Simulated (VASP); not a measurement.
BN, 12 atoms in the cell. It takes space group P3m1 (No. 156, trigonal). The conventional cell has a = 2.555 Å, b = 2.555 Å, c = 17.174 Å, α = 90.00°, β = 90.00°, γ = 120.00°. B (site symmetry 3m) has 4 N at 1.57 to 1.58 Å within 2.1 Å. B (site symmetry 3m) has 4 N at 1.57 to 1.58 Å within 2.1 Å. Within 2.1 Å of B (site symmetry 3m) lie 4 N at 1.57 to 1.58 Å. Within 2.1 Å of B (site symmetry 3m) lie 3 N at 1.57 Å. B (site symmetry 3m) has 4 N at 1.57 to 1.58 Å within 2.1 Å. Within 2.1 Å of B (site symmetry 3m) lie 4 N at 1.57 to 1.58 Å. Within 2.1 Å of N (site symmetry 3m) lie 4 B at 1.57 to 1.58 Å. N (site symmetry 3m) has 4 B at 1.57 to 1.58 Å within 2.1 Å. 

```yaml
Program: VASP 6.6.1
Task: single point
Functional: PBE
Potentials_or_basis: VASP PAW PBE potentials, release 64 (B, N)
Cutoff: 520 eV
k_mesh: 10 × 10 × 2
Occupations: gaussian, width 0.05 eV
Spin: no spin polarisation
Dipole_correction: no
Further_INCAR_settings: ALGO = Normal; EDIFF = 1e-06; NBANDS = 36
```

Potentials or basis: VASP PAW PBE potentials, release 64 (B, N).

The run is started by

```console
$ cat potpaw_PBE.64/B/POTCAR potpaw_PBE.64/N/POTCAR > POTCAR
$ mpirun -np 1 vasp_std > vasp.out
```

Hardware: 1 thread of Intel Xeon 6975P-C, on a shared host.

Problem. Estimate the wall time of this run.

Solution. It took 5.2 min on 1 thread of Intel Xeon 6975P-C, with other jobs on the host, peak memory 0.24 GiB. Counts: scf iterations 30, k points 28.
